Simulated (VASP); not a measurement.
Set up this calculation in VASP 6.6.1, as the native input.

- Task: single point
- Functional: r2SCAN
- Potentials or basis: VASP PAW PBE potentials, release 64 (Sr_sv, Os)
- Cutoff: 520 eV
- k mesh: 10 × 10 × 10
- Occupations: gaussian, width 0.05 eV
- Spin: no spin polarisation
- Dipole correction: no
- Further INCAR settings: ALGO = Normal; EDIFF = 1e-06; NBANDS = 16

The system is SrOs.

```
CELL_PARAMETERS angstrom
3.58479 0.00000 0.00000
0.00000 3.69233 0.00000
0.00000 0.00000 3.58479
ATOMIC_POSITIONS crystal
Sr 0.00000 0.00000 0.00000
Os 0.50000 0.50000 0.50000
```

One way to write it, as run:

POSCAR

```
SrOs
1.0
    3.5847859548      0.0000000000      0.0000000000
    0.0000000000      3.6923295334      0.0000000000
    0.0000000000      0.0000000000      3.5847859548
Sr Os
1 1
Direct
    0.0000000000      0.0000000000      0.0000000000
    0.5000000000      0.5000000000      0.5000000000
```

INCAR.step1

```
PREC = Accurate
ENCUT = 520
ISMEAR = 0
SIGMA = 0.05
LREAL = F
LASPH = T
NELM = 60
NBANDS = 16
GGA = PE
ALGO = Normal
EDIFF = 1E-4
LWAVE = T
LCHARG = F
```

INCAR.step2

```
PREC = Accurate
ENCUT = 520
EDIFF = 1E-6
ISMEAR = 0
SIGMA = 0.05
LREAL = F
LASPH = T
NELM = 60
ALGO = Normal
ISIF = 2
LWAVE = F
LCHARG = T
METAGGA = R2SCAN
LMIXTAU = T
LELF = T
LVHAR = T
NBANDS = 16
ISTART = 1
```

KPOINTS

```
Automatic mesh
0
Gamma
  10 10 10
```

Potentials or basis: VASP PAW PBE potentials, release 64 (Sr_sv, Os).

The run is started by

```bash
$ cat potpaw_PBE.64/Sr_sv/POTCAR potpaw_PBE.64/Os/POTCAR > POTCAR
$ cp INCAR.step1 INCAR
$ mpirun -np 1 vasp_std > vasp.out
$ cp INCAR.step2 INCAR
$ mpirun -np 1 vasp_std > vasp.out
```

It gave:

| Quantity | Value |
| --- | --- |
| Pressure | -1.5 GPa |
| Band gap on the k mesh | zero (band 9 reaches 4.79 eV, above the bottom of band 10 at 2.93 eV) |

Caveat: the PAW data sets were made with another functional, which shifts forces and pressure a little; spin-orbit coupling is left out, which moves the levels of the heavy elements.

Wall time 4.5 min on 1 thread of AMD EPYC 7R43 64-Core Processor (Zen 3), on a shared host, peak memory 0.21 GiB.
